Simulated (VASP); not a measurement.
Runs of VASP 6.6.1 on AlPt. The structure is that of space group P2_13 (No. 198), or close to it. The cells are those of the table. 

```tsv
cell	gap on the mesh (eV)	pressure (GPa)	largest force (eV/Å)
a = 4.779 Å, 8 atoms	none	(b)	0.06
a = 4.911 Å, 8 atoms	none	-5.1	0.05
a = 4.879 Å, 8 atoms	none	(a)	0.05
a = 4.846 Å, 8 atoms	none	2.8	0.05
a = 4.813 Å, 8 atoms	none	7.5	0.06
a = 4.943 Å, 8 atoms	none	-8.4	0.04
a = 4.975 Å, 8 atoms	none	-11.3	0.05
```

Alike in all rows: task single point; level PBEsol; potentials or basis VASP PAW PBE potentials, release 64 (Al, Pt); no spin polarisation; k mesh 6 × 6 × 6; cutoff (eV) 520; smearing methfessel-paxton 0.15 eV.

Question: Estimate the missing entries.

Answer: (a) -1.3; (b) 12.8.

Caveats: the PAW data sets were made with another functional, which shifts forces and pressure a little; spin-orbit coupling is left out, which moves the levels of the heavy elements; the cell stands under tension (at least some runs); the cell stands under pressure (at least some runs).

A k mesh can miss the band edges, and the runs leave out spin-orbit coupling on Pt.

A gap of «none» marks levels without a gap at the run's occupations.
